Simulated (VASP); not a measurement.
Input of a VASP 6.6.1 run:

File POSCAR:

```
LiH
1.0
    2.7560389747      0.0000000000      0.0000000000
   -1.3780194873      2.3867997659      0.0000000000
    0.0000000000      0.0000000000      2.5344731057
Li H
1 1
Direct
    0.6666666667      0.3333333333      0.0000000000
    0.0000000000      0.0000000000      0.5000000000
```

File INCAR.step1:

```
PREC = Accurate
ENCUT = 520
ISMEAR = 0
SIGMA = 0.02
LREAL = False
LASPH = True
NELM = 60
NBANDS = 9
GGA = PE
ALGO = Normal
EDIFF = 1E-4
LWAVE = True
LCHARG = False
```

Contents of INCAR.step2:

```
PREC = Accurate
ENCUT = 520
EDIFF = 1E-6
ISMEAR = 0
SIGMA = 0.02
LREAL = False
LASPH = True
NELM = 60
ALGO = Normal
ISIF = 2
LWAVE = False
LCHARG = False
METAGGA = R2SCAN
LMIXTAU = True
NBANDS = 9
ISTART = 1
```

File KPOINTS:

```
regular mesh
0
Gamma
  12 12 10
```

Potentials or basis: VASP PAW PBE potentials, release 64 (Li_sv, H).

The run is started by

```console
$ cat potpaw_PBE.64/Li_sv/POTCAR potpaw_PBE.64/H/POTCAR > POTCAR
$ cp INCAR.step1 INCAR
$ mpirun -np 1 vasp_std > vasp.out
$ cp INCAR.step2 INCAR
$ mpirun -np 1 vasp_std > vasp.out
```

(1) What does it give for the band gap on the k mesh?

Answers

(1) 2.42 eV (least direct gap 5.50 eV).
